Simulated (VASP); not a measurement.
Crystal: InSi2B3.

```
In Si B
1.0
     3.63300    0.00000    0.00000
    -1.81650    3.14627    0.00000
     0.00000    0.00000    6.74304
In Si B
1 2 3
Cartesian
  0.0000 0.0000 3.3715
  0.0000 2.0975 5.0329
  1.8165 1.0488 1.7101
  0.0000 0.0000 1.1134
  0.0000 0.0000 5.6297
  0.0000 0.0000 0.0000
```

* Program: VASP 6.6.1
* Task: relaxation of cell and atoms
* Functional: PBE
* Potentials or basis: VASP PAW PBE potentials, release 64 (In_d, Si, B)
* Cutoff: 600 eV
* k mesh: 6 × 6 × 4
* Occupations: gaussian, width 0.1 eV
* Spin: no spin polarisation

At the start: pressure 62.7 GPa; volume 12.85 Å³/atom.

Task: Where does the relaxation end?

Result: Over 38 steps the energy falls by 2415.6 meV/atom and the volume is 15.41 Å³/atom (+20.0 %); space group P-3m1 (No. 164, to 0.05 Å).

Step by step:
| step | energy change (eV) | largest force (eV/Å) | pressure (GPa) | volume (Å³) |
| --- | --- | --- | --- | --- |
| 1 | 0.0000 | 36.1797 | 62.67 | 77.08 |
| 2 | 145.9789 | 292.8523 | 201.72 | 132.34 |
| 3 | 7.4746 | 38.7282 | 48.86 | 97.24 |
| 4 | 2.7639 | 29.9953 | 41.88 | 92.73 |
| 5 | -2.1691 | 21.4687 | 35.14 | 84.53 |
| 6 | -4.1702 | 19.4070 | 34.39 | 80.80 |
| 7 | -5.1082 | 18.0242 | 36.06 | 78.94 |
| 8 | -5.5162 | 17.1992 | 37.41 | 78.01 |
| 9 | -5.7005 | 16.7063 | 38.24 | 77.54 |
| 10 | -5.7857 | 16.4393 | 38.73 | 77.31 |
| 11 | -5.8265 | 16.3001 | 38.99 | 77.19 |
| 12 | -5.8463 | 16.2313 | 39.12 | 77.13 |
| 13 | -5.8561 | 16.1956 | 39.18 | 77.10 |
| 14 | -5.8610 | 16.1779 | 39.21 | 77.09 |
| 15 | -5.8634 | 16.1693 | 39.23 | 77.08 |
| 16 | -5.8646 | 16.1652 | 39.23 | 77.08 |
| 17 | -5.8652 | 16.1631 | 39.24 | 77.08 |
| 18 | -5.8655 | 16.1619 | 39.24 | 77.08 |
| 19 | -5.8657 | 16.1609 | 39.25 | 77.08 |
| 20 | -10.2775 | 1.3845 | -15.12 | 121.57 |
| 21 | -11.8345 | 3.2921 | -11.07 | 99.18 |
| 22 | -11.8415 | 3.3975 | -10.63 | 98.49 |
| 23 | -11.8423 | 3.5452 | -10.05 | 97.60 |
| 24 | -13.1529 | 2.9407 | -0.64 | 85.56 |
| 25 | -13.3705 | 2.0330 | 9.02 | 79.25 |
| 26 | -13.9153 | 0.8404 | 6.41 | 82.07 |
| 27 | -13.9916 | 1.0092 | 6.26 | 83.57 |
| 28 | -14.2199 | 0.7626 | -1.71 | 90.40 |
| 29 | -14.2206 | 0.6721 | -1.30 | 89.94 |
| 30 | -14.3014 | 0.6112 | -1.06 | 90.62 |
| 31 | -14.4381 | 0.4432 | -0.37 | 92.59 |
| 32 | -14.4458 | 0.3861 | -0.09 | 93.15 |
| 33 | -14.4829 | 0.2342 | -0.53 | 93.39 |
| 34 | -14.4876 | 0.1825 | -0.75 | 93.51 |
| 35 | -14.4868 | 0.2028 | 0.41 | 91.94 |
| 36 | -14.4931 | 0.0120 | -0.23 | 92.75 |
| 37 | -14.4931 | 0.0740 | 0.31 | 92.20 |
| 38 | -14.4934 | 0.0291 | 0.04 | 92.48 |

Final structure:
```
In Si B
1.0
     3.41157    0.00000    0.00000
    -1.70579    2.95451    0.00000
     0.00000    0.00000    9.17545
In Si B
1 2 3
Direct
  0.00000 0.00000 0.50000
  0.33333 0.66667 0.81207
  0.66667 0.33333 0.18793
  0.00000 0.00000 0.17669
  0.00000 0.00000 0.82331
  0.00000 0.00000 0.00000
```

Caveat: the volume moved by over 15 % at a fixed basis, so the end points are rough.
